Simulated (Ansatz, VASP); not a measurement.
# Ti in VASP and in Ansatz

Contents of INCAR:

```
  ALGO = Normal
  DIPOL = 0.5 0.5 0.500
  EDIFF = 1E-6
  ENCUT = 400
  GGA = PS
  GGA_COMPAT = F
  IDIPOL = 3
  ISIF = 2
  ISMEAR = 0
  LASPH = T
  LCHARG = T
  LDIPOL = T
  LELF = T
  LREAL = F
  LVACPOTAV = T
  LVHAR = T
  LWAVE = F
  NBANDS = 45
  NELM = 120
  NELMDL = -8
  PREC = Accurate
  SIGMA = 0.1
```

File KPOINTS:

```
k-points
0
Gamma
  12 12 1
```

POSCAR

```
Ti
1.0
    2.9004352004      0.0000000000      0.0000000000
   -1.4502176002      2.5118505656      0.0000000000
    0.0000000000      0.0000000000     26.4774761173
Ti
6
Direct
    0.6666666667      0.3333333333      0.2832596267
    0.3333333333      0.6666666667      0.3699557760
    0.6666666667      0.3333333333      0.4566519253
    0.3333333333      0.6666666667      0.5433480747
    0.6666666667      0.3333333333      0.6300442240
    0.3333333333      0.6666666667      0.7167403733
```

Input for Ansatz:

```yaml
crystal:
  lattice:
    - [2.9004352004, 0.0, 0.0]
    - [-1.4502176002, 2.5118505656, 0.0]
    - [0.0, 0.0, 26.4774761173]
  atoms:
    - { symbol: Ti, position: [0.6666666667, 0.3333333333, 0.2832596267] }
    - { symbol: Ti, position: [0.3333333333, 0.6666666667, 0.369955776] }
    - { symbol: Ti, position: [0.6666666667, 0.3333333333, 0.4566519253] }
    - { symbol: Ti, position: [0.3333333333, 0.6666666667, 0.5433480747] }
    - { symbol: Ti, position: [0.6666666667, 0.3333333333, 0.630044224] }
    - { symbol: Ti, position: [0.3333333333, 0.6666666667, 0.7167403733] }
basis:
  ecutwfc: 420
kpoints:
  mp_grid: { grid: [12, 12, 1] }
hamiltonian:
  xc: pbesol
scf:
  occupations: { method: gaussian, width: 0.1 }
output:
  forces: true
  stress: true
  eigenvalues: true
  write_density: true
  write_potential: true
  elf: true
  volumetric_format: npy
efield:
  axis: 3
  dipole_correction: true
  ramp_width: 0.04
```

Alike in both runs: task single point; functional PBEsol; k mesh 12 × 12 × 1; occupations gaussian, width 0.1 eV; no spin polarisation.

|  | VASP | Ansatz |
| --- | --- | --- |
| version | VASP 6.6.1 | Ansatz 0.2.0 |
| potentials or method | VASP PAW PBE potentials, release 64 (Ti_sv), cutoff 400 eV | scalar-relativistic, plane waves, PAW |
| valence electrons in the cell | 72 | 72 |

Ansatz gave:

```
gap on the k mesh at the Fermi level (eV)  : none
rms of the force components (eV/Å)         : 0.281
work function, face that differs most (eV) : 4.58
```

Question: Estimate VASP's values.

Answer: gap on the k mesh at the Fermi level (eV): none; rms of the force components (eV/Å): 0.283; work function, face that differs most (eV): 4.58.

VASP's potentials were made for PBE, not for PBEsol. Atom by atom the forces differ by 0.003 eV/Å (rms over components). A gap of «none» marks a metal or a gap that the smearing closes. With one functional, cell and mesh, what is left measures potentials, basis and numerics. Ansatz's warnings: xc potential rough in thin density.
